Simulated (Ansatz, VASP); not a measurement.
Two plane-wave programs on CdS

```xyz
2
Lattice="0.0000 3.0145 2.9392 3.0145 0.0000 2.9392 3.0145 3.0145 0.0000" Properties=species:S:1:pos:R:3 pbc="T T T"
Cd    0.0000    0.0000    0.0000
S     1.5072    1.5072    1.4696
```

Change from the starting cell: biaxial_xy strain +2.6%.

Alike in both runs: task single point; functional HSE06; k mesh 6 × 6 × 6; no spin polarisation.

```csv
,VASP,Ansatz
version,VASP 6.6.1,Ansatz 0.2.0
potentials or method,"VASP PAW PBE potentials, release 64 (Cd, S)","plane waves, PAW"
plane-wave cutoff (eV),520,420
occupations,"gaussian, width 0.01 eV",fixed
valence electrons in the cell,18,26
```

```tsv
	VASP	Ansatz	Ansatz less VASP
gap on the k mesh at the Fermi level (eV)	1.93	1.93	-0.001
pressure (GPa)	-2.3	-2.5	-0.24
traceless stress, the component that is largest in VASP (GPa)	0.38	0.38	+0.004
```

VASP's potentials hold 18 valence electrons a cell and Ansatz's 26, so a difference there can come from the potentials and not from the codes. Ansatz's warnings: stress exchange threshold loose, stress scf threshold loose.
